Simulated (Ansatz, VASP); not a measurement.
# Two plane-wave programs on Sn

INCAR

```
ALGO = Normal
EDIFF = 1E-7
ENCUT = 520
GGA = CA
ISIF = 2
ISMEAR = -1
LASPH = True
LCHARG = False
LREAL = False
LWAVE = False
NBANDS = 21
NELM = 60
PREC = Accurate
SIGMA = 0.1
```

File KPOINTS:

```
k-points
0
Gamma
  6 6 4
```

File POSCAR:

```
Sn
1.0
   -2.8994216605      2.9008009606      1.5581694818
    2.9008009606     -2.8994216605      1.5581694818
    2.8985835788      2.8985835788     -1.5556411493
Sn
2
Direct
    0.0000164062      0.9999835938      0.0000000000
    0.7499835938      0.2500164062      0.5000000000
```

Input for Ansatz:

```yaml
crystal:
  lattice:
    - [-2.8994216605, 2.9008009606, 1.5581694818]
    - [2.9008009606, -2.8994216605, 1.5581694818]
    - [2.8985835788, 2.8985835788, -1.5556411493]
  atoms:
    - { symbol: Sn, position: [1.64062e-05, 0.9999835938, 0.0] }
    - { symbol: Sn, position: [0.7499835938, 0.2500164062, 0.5] }
hamiltonian:
  xc: lda
  pseudopotentials:
    kind: paw
    azcp:
      Sn: "pseudopotentials/Sn.paw.azcp"
basis:
  ecutwfc: 420
  fft_grid_basis: typed
kpoints:
  mp_grid: { grid: [6, 6, 4], shift: [0, 0, 0] }
magnetization:
  spin_polarized: false
scf:
  occupations: { method: fermi_dirac, width: 0.1 }
  lower_state_search: "off"
output:
  stress: true
```

Alike in both runs: task single point; functional LDA; k mesh 6 × 6 × 4; occupations fermi-dirac, width 0.1 eV; no spin polarisation.

|  | VASP | Ansatz |
| --- | --- | --- |
| version | VASP 6.6.1 | Ansatz 0.2.0 |
| potentials or method | VASP PAW LDA potentials, release 64 (Sn_d), cutoff 520 eV | plane waves (420 eV) with PAW, scalar-relativistic |
| valence electrons in the cell | 28 | 28 |

|  | VASP | Ansatz | Ansatz less VASP |
| --- | --- | --- | --- |
| pressure (GPa) | -0.1 | -0.1 | +0.01 |
| traceless stress, the component that is largest in VASP (GPa) | -0.54 | -0.54 | 0.000 |

Ansatz warns that its potentials were made for another functional, while VASP's fit it. LDA's correlation is that of Perdew and Zunger in VASP and of Perdew and Wang (1992) in Ansatz.

The k mesh is coarse, so the values compare programs but aren't converged.
